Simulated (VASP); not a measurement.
A run of VASP 6.6.1 is set up as follows.

INCAR

```
SYSTEM = InSe
ALGO = Normal
EDIFF = 1E-6
ENCUT = 520
GGA = PE
ISIF = 2
ISMEAR = -1
LASPH = .True.
LCHARG = .False.
LREAL = .False.
LWAVE = .False.
NBANDS = 16
NELM = 60
PREC = Accurate
SIGMA = 0.05
```

KPOINTS

```
k-points
0
Gamma
  7 7 7
  0 0 0
```

POSCAR

```
InSe
1.0
    3.5578959303      0.0000000000      0.0000000000
    0.0000000000      3.5578959303      0.0000000000
    0.0000000000      0.0000000000      3.5578959303
In Se
1 1
Direct
    0.5000000000      0.5000000000      0.5000000000
    0.0000000000      0.0000000000      0.0000000000
```

Potentials or basis: VASP PAW PBE potentials, release 64 (In_d, Se).

Command:

```console
$ cat potpaw_PBE.64/In_d/POTCAR potpaw_PBE.64/Se/POTCAR > POTCAR
$ mpirun -np 1 vasp_std > vasp.out
```

(1) Predict the pressure.

## Answers

(1) 3.6 GPa.
